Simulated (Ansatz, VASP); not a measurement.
# One calculation of Al, two programs

Contents of INCAR:

```
SYSTEM = Al
PREC = Accurate
ENCUT = 520
EDIFF = 1E-6
ISMEAR = 0
SIGMA = 0.1
LREAL = Auto
LASPH = .True.
NELM = 60
ALGO = Fast
ISIF = 2
LWAVE = .False.
LCHARG = .False.
GGA = PE
NBANDS = 60
```

The input KPOINTS:

```
regular mesh
0
Gamma
  6 6 6
  0 0 0
```

The input POSCAR:

```
Al
1.0
   -6.0624313445     -6.0624313445      0.0000000000
    0.0000000000     -6.0624313445      6.0624313445
   -6.0624313445      0.0000000000      6.0624313445
Al
27
Direct
    0.6666666667      0.0000000000      0.0000000000
    0.3333333333      0.0000000000      0.0000000000
    0.0000000000      0.0000000000      0.0000000000
    0.6666666667      0.3333333333      0.0000000000
    0.3333333333      0.3333333333      0.0000000000
    0.0000000000      0.3333333333      0.0000000000
    0.6666666667      0.6666666667      0.0000000000
    0.3333333333      0.6666666667      0.0000000000
    0.0000000000      0.6666666667      0.0000000000
    0.6666666667      0.0000000000      0.3333333333
    0.3333333333      0.0000000000      0.3333333333
    0.0000000000      0.0000000000      0.3333333333
    0.6666666667      0.3333333333      0.3333333333
    0.3333333333      0.3333333333      0.3333333333
    0.0000000000      0.3333333333      0.3333333333
    0.6666666667      0.6666666667      0.3333333333
    0.3333333333      0.6666666667      0.3333333333
    1.0000000000      0.6666666667      0.3333333333
    0.6666666667      0.0000000000      0.6666666667
    0.3333333333      0.0000000000      0.6666666667
    0.0000000000      0.0000000000      0.6666666667
    0.6666666667      0.3333333333      0.6666666667
    0.3333333333      0.3333333333      0.6666666667
    1.0000000000      0.3333333333      0.6666666667
    0.6666666667      0.6666666667      0.6666666667
    0.3333333333      0.6666666667      0.6666666667
    0.0000000000      0.6666666667      0.6666666667
```

Input for Ansatz:

```yaml
crystal:
  lattice:
    - [-6.0624313445, -6.0624313445, 0.0]
    - [0.0, -6.0624313445, 6.0624313445]
    - [-6.0624313445, 0.0, 6.0624313445]
  atoms:
    - { symbol: Al, position: [0.6666666667, 0.0, 0.0] }
    - { symbol: Al, position: [0.3333333333, 0.0, 0.0] }
    - { symbol: Al, position: [0.0, 0.0, 0.0] }
    - { symbol: Al, position: [0.6666666667, 0.3333333333, 0.0] }
    - { symbol: Al, position: [0.3333333333, 0.3333333333, 0.0] }
    - { symbol: Al, position: [0.0, 0.3333333333, 0.0] }
    - { symbol: Al, position: [0.6666666667, 0.6666666667, 0.0] }
    - { symbol: Al, position: [0.3333333333, 0.6666666667, 0.0] }
    - { symbol: Al, position: [0.0, 0.6666666667, 0.0] }
    - { symbol: Al, position: [0.6666666667, 0.0, 0.3333333333] }
    - { symbol: Al, position: [0.3333333333, 0.0, 0.3333333333] }
    - { symbol: Al, position: [0.0, 0.0, 0.3333333333] }
    - { symbol: Al, position: [0.6666666667, 0.3333333333, 0.3333333333] }
    - { symbol: Al, position: [0.3333333333, 0.3333333333, 0.3333333333] }
    - { symbol: Al, position: [0.0, 0.3333333333, 0.3333333333] }
    - { symbol: Al, position: [0.6666666667, 0.6666666667, 0.3333333333] }
    - { symbol: Al, position: [0.3333333333, 0.6666666667, 0.3333333333] }
    - { symbol: Al, position: [1.0, 0.6666666667, 0.3333333333] }
    - { symbol: Al, position: [0.6666666667, 0.0, 0.6666666667] }
    - { symbol: Al, position: [0.3333333333, 0.0, 0.6666666667] }
    - { symbol: Al, position: [0.0, 0.0, 0.6666666667] }
    - { symbol: Al, position: [0.6666666667, 0.3333333333, 0.6666666667] }
    - { symbol: Al, position: [0.3333333333, 0.3333333333, 0.6666666667] }
    - { symbol: Al, position: [1.0, 0.3333333333, 0.6666666667] }
    - { symbol: Al, position: [0.6666666667, 0.6666666667, 0.6666666667] }
    - { symbol: Al, position: [0.3333333333, 0.6666666667, 0.6666666667] }
    - { symbol: Al, position: [0.0, 0.6666666667, 0.6666666667] }
basis:
  ecutwfc: 420
  xc_grid: 2
kpoints:
  mp_grid: { grid: [6, 6, 6], shift: [0.0, 0.0, 0.0] }
hamiltonian:
  xc: pbe
scf:
  occupations: { method: gaussian, width: 0.1 }
output:
  forces: true
  stress: true
  eigenvalues: true
```

Alike in both runs: task single point; functional PBE; k mesh 6 × 6 × 6; occupations gaussian, width 0.1 eV; no spin polarisation.

```csv
,VASP,Ansatz
version,VASP 6.6.1,Ansatz 0.2.0
potentials or method,"VASP PAW PBE potentials, release 64 (Al), cutoff 520 eV","scalar-relativistic, plane waves, PAW"
valence electrons in the cell,81,81
```

|  | VASP | Ansatz | Ansatz less VASP |
| --- | --- | --- | --- |
| gap on the k mesh at the Fermi level (eV) | none | none | - |
| pressure (GPa) | -0.1 | 0.0 | +0.04 |

A gap of «none» marks a metal or a gap that the smearing closes. The functional is the same, so the differences come from potentials, cutoffs and numerics.
